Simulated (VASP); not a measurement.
Wanted: the native input for a VASP 6.6.1 run.

```
Task                   : single point
Functional             : PBE
Potentials or basis    : VASP PAW PBE potentials, release 64 (Cu_sv_GW)
Cutoff                 : 700 eV
k mesh                 : 17 × 17 × 16
Occupations            : fermi-dirac, width 0.05 eV
Spin                   : no spin polarisation
Dipole correction      : no
Second run             : valence_matched
Further INCAR settings : ALGO = Normal; EDIFF = 1e-06; NBANDS = 16
```

The structure of Cu lies in POSCAR:

```
Cu
1.0
    2.1999147254      0.0000000000      0.0000000000
   -1.0999573627      1.9051820384      0.0000000000
    0.0000000000      0.0000000000      2.1109350335
Cu
1
Direct
    0.0000000000      0.0000000000      0.0000000000
```

These files were run (other wordings do the same):

INCAR

```
SYSTEM = Cu
ALGO     = Normal         ! electronic algorithm
EDIFF    = 1E-6           ! SCF threshold, eV
ENCUT    = 700            ! plane-wave cutoff, eV
GGA      = PE             ! functional
GGA_COMPAT= .FALSE.      
ISIF     = 2              ! what is computed and relaxed
ISMEAR   = -1             ! smearing method
LASPH    = .TRUE.         ! aspherical terms in the spheres
LCHARG   = .TRUE.         ! write CHGCAR
LELF     = .TRUE.         ! ELF
LREAL    = .FALSE.        ! projectors in reciprocal space
LVHAR    = .TRUE.       
LWAVE    = .FALSE.        ! write WAVECAR
NBANDS   = 16             ! bands
NELM     = 120            ! most SCF steps
PREC     = Accurate       ! precision mode
SIGMA    = 0.05           ! smearing width, eV
```

KPOINTS

```
k-points
0
G
  17 17 16
  0 0 0
```

Potentials or basis: VASP PAW PBE potentials, release 64 (Cu_sv_GW).

Launch:

```sh
$ cat potpaw_PBE.64/Cu_sv_GW/POTCAR > POTCAR
$ mpirun -np 1 vasp_std > vasp.out
```

Results of the run:

```yaml
Pressure: 112.0 GPa
```

It took 29 s on 1 thread of AMD EPYC 9R45 96-Core Processor (Zen 5) (shared host), peak memory 0.17 GiB.
